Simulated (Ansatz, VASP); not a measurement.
One calculation of HfBeP2, two programs

```xyz
4
Lattice="4.3565 0.0000 0.0000 -2.1783 3.7728 0.0000 0.0000 0.0000 7.1505" Properties=species:S:1:pos:R:3 pbc="T T T"
Hf    0.0000    0.0000    3.5752
Be    0.0000    0.0000    0.0000
P     0.0000    2.5152    0.0000
P     2.1783    1.2576    0.0000
```

Alike in both runs: task relaxation of cell and atoms; functional PBE; k mesh 6 × 6 × 4; occupations gaussian, width 0.1 eV; no spin polarisation.

|  | VASP | Ansatz |
| --- | --- | --- |
| version | VASP 6.6.1 | Ansatz 0.2.0 |
| potentials or method | VASP PAW PBE potentials, release 64 (Hf_pv, Be, P), cutoff 600 eV | scalar-relativistic, plane waves, PAW |
| valence electrons in the cell | 22 | 38 |

```tsv
	VASP	Ansatz	Ansatz less VASP
gap on the k mesh at the Fermi level, each at its own relaxed structure (eV)	none	none	-
relaxed volume (Å³/atom)	16.26	16.32	+0.056
relaxed cell length with the largest relative difference (Å)	4.709	4.725	+0.0160
```

A gap of «none» marks a metal or a gap that the smearing closes. VASP's potentials hold 22 valence electrons a cell and Ansatz's 38, so a difference there can come from the potentials and not from the codes.

Neither program's run includes spin-orbit coupling. Noted on VASP's run: the volume moved by over 15 % at a fixed basis, so the end points are rough.
